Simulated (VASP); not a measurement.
Crystal: Hf2As3.

```
Hf As
1.0
     7.81103    0.00000    0.00000
     0.00000    7.81103    0.00000
     0.00000    0.00000    3.92412
Hf As
4 6
Direct
  0.38000 0.88000 0.00000
  0.12000 0.38000 0.00000
  0.62000 0.12000 0.00000
  0.88000 0.62000 0.00000
  0.00000 0.00000 0.00000
  0.50000 0.50000 0.00000
  0.18000 0.68000 0.50000
  0.32000 0.18000 0.50000
  0.82000 0.32000 0.50000
  0.68000 0.82000 0.50000
```

```yaml
Program: VASP 6.6.1
Task: relaxation of cell and atoms
Functional: PBE
Potentials_or_basis: VASP PAW PBE potentials, release 64 (Hf_pv, As)
Cutoff: 600 eV
k_mesh: 2 × 2 × 4
Occupations: gaussian, width 0.1 eV
Spin: no spin polarisation
```

At the start: pressure -11.7 GPa; volume 23.94 Å³/atom.

**Question.** How do energy, volume and symmetry change on relaxing?

**Answer.** Over 12 steps the energy falls by 662.3 meV/atom and the volume is 19.38 Å³/atom (-19.1 %); space group P4/mbm (No. 127, to 0.05 Å).

The path:
```csv
step,energy change (eV),largest force (eV/Å),pressure (GPa),volume (Å³)
1,0.0000,3.6962,-11.67,239.42
2,-4.1118,2.2892,7.51,183.92
3,-4.1243,2.2183,6.16,185.76
4,-5.6791,1.9012,1.91,190.95
5,-6.1500,1.3459,-1.42,197.70
6,-6.4666,0.5288,0.10,194.46
7,-6.5228,0.6577,-0.55,195.38
8,-6.5983,0.3022,0.39,193.39
9,-6.6106,0.0901,1.01,192.25
10,-6.6123,0.1301,-1.23,195.91
11,-6.6209,0.0729,-0.18,194.15
12,-6.6228,0.0236,0.05,193.77
```

Final structure:
```
Hf As
1.0
     7.35692    0.00000    0.00000
     0.00000    7.35692    0.00000
     0.00000    0.00000    3.58018
Hf As
4 6
Direct
  0.34132 0.84132 0.00000
  0.15868 0.34132 0.00000
  0.65868 0.15868 0.00000
  0.84132 0.65868 0.00000
  0.00000 0.00000 0.00000
  0.50000 0.50000 0.00000
  0.13918 0.63918 0.50000
  0.36082 0.13918 0.50000
  0.86082 0.36082 0.50000
  0.63918 0.86082 0.50000
```

Caveat: the k points lie up to 0.44 Å⁻¹ apart in the final cell; the volume moved by over 15 % at a fixed basis, so the end points are rough.
